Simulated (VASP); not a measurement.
Here is a VASP 6.6.1 calculation.

INCAR

```
SYSTEM = BeS5
PREC     = Accurate       ! precision mode
ENCUT    = 520            ! plane-wave cutoff, eV
EDIFF    = 1E-6           ! SCF threshold, eV
ISMEAR   = 0              ! smearing method
SIGMA    = 0.1            ! smearing width, eV
LREAL    = .False.        ! projectors in reciprocal space
LASPH    = .True.         ! aspherical terms in the spheres
NELM     = 80             ! most SCF steps
ALGO     = Normal         ! electronic algorithm
ISIF     = 2              ! what is computed and relaxed
LWAVE    = .False.        ! write WAVECAR
LCHARG   = .False.        ! write CHGCAR
GGA      = PE             ! functional
NBANDS   = 25             ! bands
```

File KPOINTS:

```
regular mesh
0
Gamma
  12 12 8
  0 0 0
```

Contents of POSCAR:

```
BeS5
1.0
    5.3890338902      0.0000000000      0.0000000000
   -2.6945169451      4.6670402508      0.0000000000
    0.0000000000      0.0000000000      4.5136249110
Be S
1 5
Direct
    0.0000000000      0.0000000000      0.5000000000
    0.3333333333      0.6666666667      0.2885859804
    0.6666666667      0.3333333333      0.2885859804
    0.6666666667      0.3333333333      0.7114140196
    0.3333333333      0.6666666667      0.7114140196
    0.0000000000      0.0000000000      0.0000000000
```

Potentials or basis: VASP PAW PBE potentials, release 64 (Be, S).

Launch:

```sh
$ cat potpaw_PBE.64/Be/POTCAR potpaw_PBE.64/S/POTCAR > POTCAR
$ mpirun -np 1 vasp_std > vasp.out
```

(1) What does it give for the band gap on the k mesh?

(2) Estimate the largest force.

(3) Estimate the pressure.

Answers

(1) zero (band 16 reaches 5.09 eV, above the bottom of band 17 at 4.46 eV).

(2) 0.256 eV/Å.

(3) -0.4 GPa.
